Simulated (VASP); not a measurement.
# Ba (P6_3/mmc) in VASP: settings compared

Ba is run at these levels: PBEsol, PBEsol+D3(BJ); tasks: relaxation of cell and atoms, single point.

Program: VASP 6.6.1. These are calculated values, not measurements. Logs are shortened: lines on timing, memory, paths and dates and some standing lists are left out, and cuts for length are marked.

### Step 1. The cell of the first run

Symmetry: P6_3/mmc, No. 194, hexagonal system. Conventional cell: a = 4.357 Å, b = 4.357 Å, c = 7.058 Å, α = 90.00°, β = 90.00°, γ = 120.00°. Within 5.7 Å of Ba (site symmetry -6m2) lie 12 Ba at 4.33 to 4.36 Å.

This isn't the form of Ba at room conditions, which is bcc.

### Step 2. Relaxation of cell and atoms, PBEsol

INCAR reads:

```
SYSTEM = Ba
  ALGO = Normal
  EDIFF = 1E-6
  EDIFFG = -0.005
  ENCUT = 600
  GGA = PS
  IBRION = 2
  ISIF = 3
  ISMEAR = -1
  LASPH = .TRUE.
  LCHARG = .FALSE.
  LREAL = .FALSE.
  LWAVE = .FALSE.
  NELM = 80
  NSW = 60
  PREC = Accurate
  SIGMA = 0.08
```

KPOINTS reads:

```
k-points
0
G
  10 10 6
  0 0 0
```

POSCAR reads:

```
Ba
1.0
    4.3568728122      0.0000000000      0.0000000000
   -2.1784364061      3.7731625364      0.0000000000
    0.0000000000      0.0000000000      7.0581339558
Ba
2
Direct
    0.3333333333      0.6666666667      0.2500000000
    0.6666666667      0.3333333333      0.7500000000
```

Potentials or basis: VASP PAW PBE potentials, release 64 (Ba_sv).

Launch:

```
> cat potpaw_PBE.64/Ba_sv/POTCAR > POTCAR
> mpirun -np 1 vasp_std > vasp.out
```

OUTCAR:

```text
SYSTEM = Ba
   EDIFF = 1E-6
   EDIFFG = -0.005
   ENCUT = 600
   GGA = PS
   IBRION = 2
   ISIF = 3
   ISMEAR = -1
   LASPH = .TRUE.
   LREAL = .FALSE.
   NELM = 80
   NSW = 60
   PREC = Accurate

 ion  position               nearest neighbor table
   1  0.333  0.667  0.250-   2 4.33   2 4.33   2 4.33   2 4.33   2 4.33   2 4.33
   2  0.667  0.333  0.750-   1 4.33   1 4.33   1 4.33   1 4.33   1 4.33   1 4.33

  LATTYP: Found a hexagonal cell.
 ALAT       =     4.3568728122
 C/A-ratio  =     1.6200000000

  Lattice vectors:

 A1 = (   4.3568728122,   0.0000000000,   0.0000000000)
 A2 = (  -2.1784364061,   3.7731625364,   0.0000000000)
 A3 = (   0.0000000000,   0.0000000000,   7.0581339558)

Analysis of symmetry for initial positions (statically):
=====================================================================
 Subroutine PRICEL returns:
 Original cell was already a primitive cell.

 Routine SETGRP: Setting up the symmetry group for a
 hexagonal supercell.

 Subroutine GETGRP returns: Found 24 space group operations
 (whereof 12 operations were pure point group operations)
 out of a pool of 24 trial point group operations.

The static configuration has the point symmetry D_3d.
 The point group associated with its full space group is D_6h.

Analysis of symmetry for dynamics (positions and initial velocities):
=====================================================================
 Subroutine PRICEL returns:
 Original cell was already a primitive cell.

 Routine SETGRP: Setting up the symmetry group for a
 hexagonal supercell.

 Subroutine GETGRP returns: Found 24 space group operations
 (whereof 12 operations were pure point group operations)
 out of a pool of 24 trial point group operations.

The dynamic configuration has the point symmetry D_3d.
 The point group associated with its full space group is D_6h.

 Subroutine INISYM returns: Found 24 space group operations
 (whereof 12 operations are pure point group operations),
 and found     1 'primitive' translations

----------------------------------------------------------------------------------------

                                     Primitive cell

  volume of cell :     116.0300

  direct lattice vectors                    reciprocal lattice vectors
     4.356872812  0.000000000  0.000000000     0.229522422  0.132514832  0.000000000
    -2.178436406  3.773162536  0.000000000     0.000000000  0.265029664  0.000000000
     0.000000000  0.000000000  7.058133956     0.000000000  0.000000000  0.141680507

  length of vectors
     4.356872812  4.356872812  7.058133956     0.265029664  0.265029664  0.141680507

  position of ions in fractional coordinates (direct lattice)
     0.333333333  0.666666667  0.250000000
     0.666666667  0.333333333  0.750000000

  ion indices of the primitive-cell ions
   primitive index   ion index
                 1           1
                 2           2

----------------------------------------------------------------------------------------

 KPOINTS: k-points

Automatic generation of k-mesh.
 Grid dimensions read from file:
 generate k-points for:   10   10    6

 Generating k-lattice:

  Cartesian coordinates                     Fractional coordinates (reciprocal lattice)
     0.022952242  0.013251483  0.000000000     0.100000000  0.000000000  0.000000000
     0.000000000  0.026502966  0.000000000     0.000000000  0.100000000  0.000000000
     0.000000000  0.000000000  0.023613418     0.000000000  0.000000000  0.166666667

  Length of vectors
     0.026502966  0.026502966  0.023613418

  Shift w.r.t. Gamma in fractional coordinates (k-lattice)
     0.000000000  0.000000000  0.000000000

 Subroutine IBZKPT returns following result:
 ===========================================

 Found     56 irreducible k-points:

 Following reciprocal coordinates:
            Coordinates               Weight
  0.000000  0.000000  0.000000      1.000000
  0.100000  0.000000  0.000000      6.000000
  0.200000  0.000000  0.000000      6.000000
  0.300000  0.000000  0.000000      6.000000
  0.400000  0.000000  0.000000      6.000000
  0.500000  0.000000  0.000000      3.000000
[... 16 lines left out ...]
  0.300000  0.100000  0.166667     24.000000
  0.400000  0.100000  0.166667     24.000000
 [... further k-points ...]
   k-points           NKPTS =     56   k-points in BZ     NKDIM =     56   number of bands    NBANDS=     14
   number of dos      NEDOS =    301   number of ions     NIONS =      2
   total plane-waves  NPLWV =  72576
   dimension x,y,z NGX =    36 NGY =   36 NGZ =   56
   dimension x,y,z NGXF=    72 NGYF=   72 NGZF=  112
   ions per type =               2
   NGX,Y,Z   is equivalent  to a cutoff of  13.74, 13.74, 13.19 a.u.
   NGXF,Y,Z  is equivalent  to a cutoff of  27.47, 27.47, 26.38 a.u.
 SYSTEM =  Ba
   PREC   = accura    normal or accurate (medium, high low for compatibility)
   ISTART =      0    job   : 0-new  1-cont  2-samecut
[... 63 lines left out ...]
  -------------------------------------------------------------------------------------
  Total        0.0310122      0.0310122      0.1324932      0.0000000     -0.0000000      0.0000000
  in kB        0.4282252      0.4282252      1.8295056      0.0000000     -0.0000000      0.0000000
  external PRESSURE =       0.8953187 kB  Pullay stress =       0.0000000 kB

 VOLUME and BASIS-vectors are now :
 -----------------------------------------------------------------------------
  energy-cutoff  :      600.00
  volume of cell :      116.03
      direct lattice vectors                 reciprocal lattice vectors
     4.356872812  0.000000000  0.000000000     0.229522422  0.132514832  0.000000000
    -2.178436406  3.773162536  0.000000000     0.000000000  0.265029664  0.000000000
     0.000000000  0.000000000  7.058133956     0.000000000  0.000000000  0.141680507
[... 145 lines left out ...]
 POSITION                                       TOTAL-FORCE (eV/Angst)
 -----------------------------------------------------------------------------------
     -0.00000      2.52013      1.77860        -0.000000     -0.000000      0.000000
      2.18250      1.26007      5.33579         0.000000      0.000000     -0.000000
 -----------------------------------------------------------------------------------
    total drift:                               -0.000000      0.000000     -0.000000

  FREE ENERGIE OF THE ION-ELECTRON SYSTEM (eV)
  ---------------------------------------------------
  free  energy   TOTEN  =        -4.3054427725 eV

  energy  without entropy=       -4.2372463239  energy(sigma->0) =       -4.27134455

--------------------------------------- Ionic step        6  -------------------------------------------

 number of electron      19.9999997 magnetization

 Free energy of the ion-electron system (eV)
  ---------------------------------------------------
  ext. energy  EPLUGINS =         0.00000000
  ---------------------------------------------------
  free energy    TOTEN  =        -4.30545498 eV

  energy without entropy =       -4.23729543  energy(sigma->0) =       -4.27137521

 E-fermi :   1.7899     XC(G=0):  -7.7400

 val. band max:        1.7868864821   @ k =   0.4000   0.2000   0.0000
 cond. band min:       1.8134664686   @ k =   0.3000   0.1000   0.0000
 fundamental gap:      0.0265799864
 Fermi energy:         1.7898698274

 k-point     1 :       0.0000    0.0000    0.0000
  band No.  band energies     occupation
      1     -26.9408      2.00000
      2     -26.8850      2.00000
      3     -12.4166      2.00000
      4     -11.9097      2.00000
      5     -11.9097      2.00000
      6     -11.8329      2.00000
      7     -11.8329      2.00000
      8     -11.8292      2.00000
      9      -1.0284      2.00000
     10       0.7905      1.99999
     11       3.1018      0.00000
     12       3.6153      0.00000
     13       3.6197      0.00000
     14       3.6197      0.00000

 k-point     2 :       0.1000    0.0000    0.0000
  band No.  band energies     occupation
      1     -26.9361      2.00000
      2     -26.8827      2.00000
      3     -12.3982      2.00000
      4     -11.9542      2.00000
      5     -11.9235      2.00000
      6     -11.8791      2.00000
      7     -11.8393      2.00000
      8     -11.8361      2.00000
      9      -0.8567      2.00000
     10       0.9633      1.99993
[... 362 lines left out ...]
 k-point    24 :       0.4000    0.1000    0.1667
  band No.  band energies     occupation
      1     -26.8842      2.00000
      2     -26.8683      2.00000
      3     -12.3604      2.00000
      4     -12.2774      2.00000
      5     -12.1236      2.00000
      6     -12.0488      2.00000
      7     -11.9676      2.00000
      8     -11.9334      2.00000
      9       1.0205      1.99987
     10       1.4714      1.96335
     11       1.8521      0.62948
     12       2.3000      0.00340
     13       3.3074      0.00000
     14       3.4030      0.00000

 [... further k-points ...]

------------------------ aborting loop because EDIFF is reached ----------------------------------------

  FORCE on cell =-STRESS in cart. coord.  units (eV):
  Direction    XX          YY          ZZ          XY          YZ          ZX
  --------------------------------------------------------------------------------------
  -------------------------------------------------------------------------------------
  Total       -0.0052980     -0.0052980      0.0055780      0.0000000     -0.0000000      0.0000000
  in kB       -0.0723505     -0.0723505      0.0761737      0.0000000     -0.0000000      0.0000000
  external PRESSURE =      -0.0228424 kB  Pullay stress =       0.0000000 kB

 VOLUME and BASIS-vectors are now :
 -----------------------------------------------------------------------------
  energy-cutoff  :      600.00
  volume of cell :      117.32
      direct lattice vectors                 reciprocal lattice vectors
     4.362949640  0.000000000  0.000000000     0.229202737  0.132330262  0.000000000
    -2.181474820  3.778425224 -0.000000000     0.000000000  0.264660524 -0.000000000
    -0.000000000  0.000000000  7.116886764     0.000000000  0.000000000  0.140510877

 POSITION                                       TOTAL-FORCE (eV/Angst)
 -----------------------------------------------------------------------------------
     -0.00000      2.51895      1.77922        -0.000000      0.000000      0.000000
      2.18147      1.25948      5.33767         0.000000     -0.000000     -0.000000
 -----------------------------------------------------------------------------------
    total drift:                               -0.000000      0.000000     -0.000000

  FREE ENERGIE OF THE ION-ELECTRON SYSTEM (eV)
  ---------------------------------------------------
  free  energy   TOTEN  =        -4.3054549786 eV

  energy  without entropy=       -4.2372954326  energy(sigma->0) =       -4.27137521

 reached required accuracy - stopping structural energy minimisation
```

Run time: 3.4 min. Hardware: 1 thread of Intel Xeon Platinum 8488C (Sapphire Rapids), shared host; peak memory 0.32 GiB.

Results:

```
Free energy                           : -4.3055 eV
Relaxed volume                        : 58.66 Å³/atom
Relaxed cell                          : a = 4.363 Å, b = 4.363 Å, c = 7.117 Å, α = 90.00°, β = 90.00°, γ = 120.00°
Space group after relaxing (to 0.1 Å) : P6_3/mmc (No. 194)
Energy gained by relaxing             : 0.3 meV/atom
Ionic steps                           : 6
Pressure after relaxing               : 0.0 GPa
Band gap on the k mesh                : zero (bands 10 and 11 overlap by 0.35 eV)
```

Step by step:
| step | energy change (eV) | largest force (eV/Å) | pressure (GPa) | volume (Å³) |
| --- | --- | --- | --- | --- |
| 1 | 0.0000 | 0.0000 | 0.09 | 116.03 |
| 2 | -0.0004 | 0.0000 | 0.05 | 116.58 |
| 3 | -0.0006 | 0.0000 | 0.00 | 117.32 |
| 4 | -0.0006 | 0.0000 | -0.02 | 117.44 |
| 5 | -0.0006 | 0.0000 | -0.01 | 117.39 |
| 6 | -0.0006 | 0.0000 | 0.00 | 117.32 |

Final structure:
```
Ba
1.0
     4.36295    0.00000    0.00000
    -2.18147    3.77843    0.00000
     0.00000    0.00000    7.11689
Ba
2
Direct
  0.33333 0.66667 0.25000
  0.66667 0.33333 0.75000
```

Levels at points of the mesh, in eV from the Fermi level:
```
           k point  band 6  band 7  band 8  band 9  band 10  band 11  band 12  band 13  band 14
(0.00, 0.00, 0.00)  -13.62  -13.62  -13.62   -2.82    -1.00     1.31     1.83     1.83     1.83
(0.50, 0.00, 0.00)  -13.83  -13.76  -13.70   -0.71    -0.49    -0.24     0.75     1.50     1.70
(0.00, 0.00, 0.50)  -13.66  -13.66  -13.66   -1.79    -1.79     1.08     1.08     1.81     1.81
(0.50, 0.00, 0.50)  -13.77  -13.77  -13.77   -0.81    -0.81     0.45     0.45     1.75     1.75
```

Caveat: the PAW data sets were made with another functional, which shifts forces and pressure a little; spin-orbit coupling is left out, which moves the levels of the heavy elements.

### Step 3. Single point, PBEsol (52.26 Å³/atom)

This run uses another cell than the first one, of 52.26 Å³/atom.

INCAR reads:

```
PREC     = Accurate       # precision mode
ENCUT    = 520            # plane-wave cutoff, eV
EDIFF    = 1E-6           # SCF threshold, eV
ISMEAR   = -1             # smearing method
SIGMA    = 0.08           # smearing width, eV
LREAL    = False          # projectors in reciprocal space
LASPH    = True           # aspherical terms in the spheres
NELM     = 60             # most SCF steps
ALGO     = Normal         # electronic algorithm
ISIF     = 2              # what is computed and relaxed
LWAVE    = False          # write WAVECAR
LCHARG   = False          # write CHGCAR
GGA      = PS             # functional
NBANDS   = 17             # bands
```

KPOINTS reads:

```
Automatic mesh
0
Gamma
  10 10 6
```

POSCAR reads:

```
Ba
1.0
    4.2079870594      0.0000000000      0.0000000000
   -2.1039935297      3.6442236923      0.0000000000
    0.0000000000      0.0000000000      6.8160326717
Ba
2
Direct
    0.3333333333      0.6666666667      0.2500000000
    0.6666666667      0.3333333333      0.7500000000
```

Potentials or basis: VASP PAW PBE potentials, release 64 (Ba_sv).

Launch:

```
> cat potpaw_PBE.64/Ba_sv/POTCAR > POTCAR
> mpirun -np 1 vasp_std > vasp.out
```

Wall time 78 s (1 thread of Oxide Virtual Turin-like, shared host); peak memory 0.23 GiB.

It converged, with:

```
Free energy            : -4.2636 eV
Pressure               : 1.1 GPa
Band gap on the k mesh : zero (bands 10 and 11 overlap by 0.44 eV)
```

Levels at points of the mesh, in eV from the Fermi level:
| k point | band 6 | band 7 | band 8 | band 9 | band 10 | band 11 | band 12 | band 13 | band 14 | band 15 |
| --- | --- | --- | --- | --- | --- | --- | --- | --- | --- | --- |
| (0.00, 0.00, 0.00) | -13.36 | -13.36 | -13.35 | -2.84 | -1.06 | 1.77 | 1.92 | 1.92 | 1.97 | 2.46 |
| (0.50, 0.00, 0.00) | -13.66 | -13.55 | -13.46 | -0.69 | -0.63 | -0.33 | 1.05 | 1.73 | 1.75 | 2.29 |
| (0.00, 0.00, 0.50) | -13.41 | -13.41 | -13.41 | -1.70 | -1.70 | 1.20 | 1.20 | 1.89 | 1.89 | 1.89 |
| (0.50, 0.00, 0.50) | -13.57 | -13.56 | -13.56 | -0.90 | -0.90 | 0.44 | 0.44 | 2.16 | 2.16 | 2.96 |

Caveat: the PAW data sets were made with another functional, which shifts forces and pressure a little; spin-orbit coupling is left out, which moves the levels of the heavy elements.

### Step 4. Single point, PBEsol+D3(BJ)

This run uses another cell than the first one, of 52.26 Å³/atom.

INCAR reads:

```
SYSTEM = Ba
PREC = Accurate
ENCUT = 520
EDIFF = 1E-6
ISMEAR = -1
SIGMA = 0.08
LREAL = .False.
LASPH = .True.
NELM = 80
ALGO = Normal
ISIF = 2
LWAVE = .False.
LCHARG = .False.
GGA = PS
IVDW = 12
NBANDS = 17
```

KPOINTS reads:

```
regular mesh
0
Gamma
  10 10 6
  0 0 0
```

POSCAR reads:

```
Ba
1.0
    4.2081452210      0.0000000000      0.0000000000
   -2.1040726105      3.6443606642      0.0000000000
    0.0000000000      0.0000000000      6.8155203253
Ba
2
Direct
    0.3333333333      0.6666666667      0.2500000000
    0.6666666667      0.3333333333      0.7500000000
```

Launch:

```
> cat potpaw_PBE.64/Ba_sv/POTCAR > POTCAR
> mpirun -np 1 vasp_std > vasp.out
```

It took 75 s on 1 thread of Oxide Virtual Turin-like, shared host; peak memory 0.24 GiB.

It converged, with:

```yaml
Free_energy: -4.8750 eV
Pressure: 0.1 GPa
Band_gap_on_the_k_mesh: zero (bands 10 and 11 overlap by 0.44 eV)
Dispersion_energy_per_atom: -0.306 eV
```

Levels at points of the mesh, in eV from the Fermi level:
| k point | band 8 | band 9 | band 10 | band 11 | band 12 | band 13 |
| --- | --- | --- | --- | --- | --- | --- |
| (0.00, 0.00, 0.00) | -13.35 | -2.84 | -1.06 | 1.77 | 1.92 | 1.92 |
| (0.50, 0.00, 0.00) | -13.46 | -0.69 | -0.63 | -0.33 | 1.05 | 1.73 |
| (0.00, 0.00, 0.50) | -13.41 | -1.70 | -1.70 | 1.20 | 1.20 | 1.89 |
| (0.50, 0.00, 0.50) | -13.56 | -0.90 | -0.90 | 0.44 | 0.44 | 2.16 |

Caveat: the PAW data sets were made with another functional, which shifts forces and pressure a little; spin-orbit coupling is left out, which moves the levels of the heavy elements.

### Step 5. Single point, PBEsol

INCAR reads:

```
  PREC = Accurate
  ENCUT = 520
  EDIFF = 1E-6
  ISMEAR = -1
  SIGMA = 0.08
  LREAL = False
  LASPH = True
  NELM = 80
  ALGO = Normal
  ISIF = 2
  LWAVE = False
  LCHARG = True
  GGA = PS
  LELF = True
  LVHAR = True
  NBANDS = 17
```

KPOINTS reads:

```
Automatic mesh
0
Gamma
  10 10 6
```

POSCAR reads:

```
Ba
1.0
    4.3478696643      0.0000000000      0.0000000000
   -2.1739348321      3.7653655816      0.0000000000
    0.0000000000      0.0000000000      7.0938975423
Ba
2
Direct
    0.3333333333      0.6666666667      0.2500000000
    0.6666666667      0.3333333333      0.7500000000
```

Launch:

```
> cat potpaw_PBE.64/Ba_sv/POTCAR > POTCAR
> mpirun -np 1 vasp_std > vasp.out
```

It took 84 s on 1 thread of Oxide Virtual Turin-like, shared host; peak memory 0.23 GiB.

The run converged. Its results:

```
Free energy            : -4.3053 eV
Pressure               : 0.1 GPa
Band gap on the k mesh : zero (bands 10 and 11 overlap by 0.35 eV)
```

Levels at points of the mesh, in eV from the Fermi level:
```csv
k point,band 6,band 7,band 8,band 9,band 10,band 11,band 12,band 13,band 14,band 15
"(0.00, 0.00, 0.00)",-13.60,-13.60,-13.60,-2.82,-1.00,1.35,1.83,1.84,1.84,2.31
"(0.50, 0.00, 0.00)",-13.81,-13.74,-13.68,-0.71,-0.50,-0.24,0.78,1.51,1.71,2.05
"(0.00, 0.00, 0.50)",-13.64,-13.64,-13.64,-1.79,-1.79,1.09,1.09,1.82,1.82,1.82
"(0.50, 0.00, 0.50)",-13.75,-13.75,-13.75,-0.82,-0.82,0.45,0.45,1.79,1.79,2.76
```

Caveat: the PAW data sets were made with another functional, which shifts forces and pressure a little; spin-orbit coupling is left out, which moves the levels of the heavy elements.

### Step 6. Summary

| task | level | cell | cutoff (eV) | gap on the mesh (eV) | pressure (GPa) |
| --- | --- | --- | --- | --- | --- |
| relaxation of cell and atoms | PBEsol | relaxed from a = 4.357, b = 4.357, c = 7.058 Å, angles 90.0, 90.0, 120.0°, 2 atoms | 600 | none | 0.0 |
| single point | PBEsol | a = 4.208, b = 4.208, c = 6.816 Å, angles 90.0, 90.0, 120.0°, 2 atoms | 520 | none | 1.1 |
| single point | PBEsol+D3(BJ) | a = 4.208, b = 4.208, c = 6.816 Å, angles 90.0, 90.0, 120.0°, 2 atoms | 520 | none | 0.1 |
| single point | PBEsol | a = 4.348, b = 4.348, c = 7.094 Å, angles 90.0, 90.0, 120.0°, 2 atoms | 520 | none | 0.1 |

Alike in all rows: potentials or basis VASP PAW PBE potentials, release 64 (Ba_sv); no spin polarisation; k mesh 10 × 10 × 6; smearing fermi-dirac 0.08 eV.

Caveats: the PAW data sets were made with another functional, which shifts forces and pressure a little; spin-orbit coupling is left out, which moves the levels of the heavy elements.

Absolute energies hang on the potentials; compare differences alone.

The gap in the log of VASP goes by the Fermi energy; the results here count the filled bands.